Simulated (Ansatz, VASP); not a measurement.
## TiSn3O8 in VASP and in Ansatz

```
CELL_PARAMETERS angstrom
3.33853 -3.33192 0.00000
3.33853 3.33192 0.00000
0.00000 0.00000 6.29591
ATOMIC_POSITIONS crystal
Sn 0.50000 0.50000 0.25424
Sn 0.00000 0.00000 0.00000
Sn 0.50000 0.50000 0.74576
O 0.19078 0.19078 0.26026
O 0.80922 0.80922 0.26026
O 0.69429 0.30571 0.00000
O 0.30571 0.69429 0.00000
O 0.19078 0.19078 0.73974
O 0.80922 0.80922 0.73974
O 0.70293 0.29707 0.50000
O 0.29707 0.70293 0.50000
Ti 0.00000 0.00000 0.50000
```

Alike in both runs: task single point; functional PBE; k mesh 6 × 6 × 4; occupations fermi-dirac, width 0.02 eV; no spin polarisation.

```csv
,VASP,Ansatz
version,VASP 6.6.1,Ansatz 0.2.0
potentials or method,"VASP PAW PBE potentials, release 64 (Sn_d, O, Ti_sv)","plane waves, PAW"
plane-wave cutoff (eV),520,420
valence electrons in the cell,102,102
```

|  | VASP | Ansatz | Ansatz less VASP |
| --- | --- | --- | --- |
| gap on the k mesh at the Fermi level (eV) | 1.89 | 1.91 | +0.023 |
| pressure (GPa) | 7.9 | 7.2 | -0.68 |
| rms of the force components (eV/Å) | 0.078 | 0.073 | -0.0052 |

The functional is the same, so the differences come from potentials, cutoffs and numerics.
